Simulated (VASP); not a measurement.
Write the native input for VASP 6.6.1 that does the following.

| Property | Result |
| --- | --- |
| Task | electric field gradients |
| Functional | LDA |
| Potentials or basis | VASP PAW LDA potentials, release 64 (Sc_sv, Ga_d) |
| Cutoff | 520 eV |
| k mesh | 9 × 9 × 9 |
| Occupations | fermi-dirac, width 0.05 eV |
| Spin | no spin polarisation |
| Dipole correction | no |
| Further INCAR settings | ALGO = Normal; EDIFF = 1e-08; NBANDS = 33 |

The structure of ScGa3 lies in POSCAR:

```
ScGa3
1.0
    4.0950000000      0.0000000000      0.0000000000
    0.0000000000      4.0950000000      0.0000000000
    0.0000000000      0.0000000000      4.0540500000
Sc Ga
1 3
Direct
    0.0000000000      0.0000000000      0.0000000000
    0.0000000000      0.5000000000      0.5000000000
    0.5000000000      0.0000000000      0.5000000000
    0.5000000000      0.5000000000      0.0000000000
```

This cell differs from its parent crystal: zz strain of -1 %.

The input as run:

INCAR

```
SYSTEM = ScGa3
PREC = Accurate
ENCUT = 520
EDIFF = 1E-8
ISMEAR = -1
SIGMA = 0.05
LREAL = .False.
LASPH = .True.
NELM = 100
ALGO = Normal
ISIF = 2
LWAVE = .False.
LCHARG = .False.
GGA = CA
LEFG = .True.
NBANDS = 33
```

KPOINTS

```
regular mesh
0
Gamma
  9 9 9
  0 0 0
```

Potentials or basis: VASP PAW LDA potentials, release 64 (Sc_sv, Ga_d).

Command:

```bash
$ cat potpaw_LDA.64/Sc_sv/POTCAR potpaw_LDA.64/Ga_d/POTCAR > POTCAR
$ mpirun -np 1 vasp_std > vasp.out
```

It gave:

```json
{
 "Pressure": "-4.6 GPa",
 "Band gap on the k mesh": "zero (bands 25 and 26 overlap by 3.18 eV)",
 "Largest electric field gradient by atom": "Sc -2.0; Ga +64.2, +61.3 (each value once) V/Å²"
}
```

Caveat: the cell differs from its parent crystal (zz strain of -1 %); the cell stands under tension; without QUAD_EFG the Cq values of the log hold for a quadrupole moment of 1 mb, not for the nuclei.

Run time: 88 s on 1 thread of Intel(R) Xeon(R) Platinum 8559C (Emerald Rapids) (shared host), peak memory 0.24 GiB.
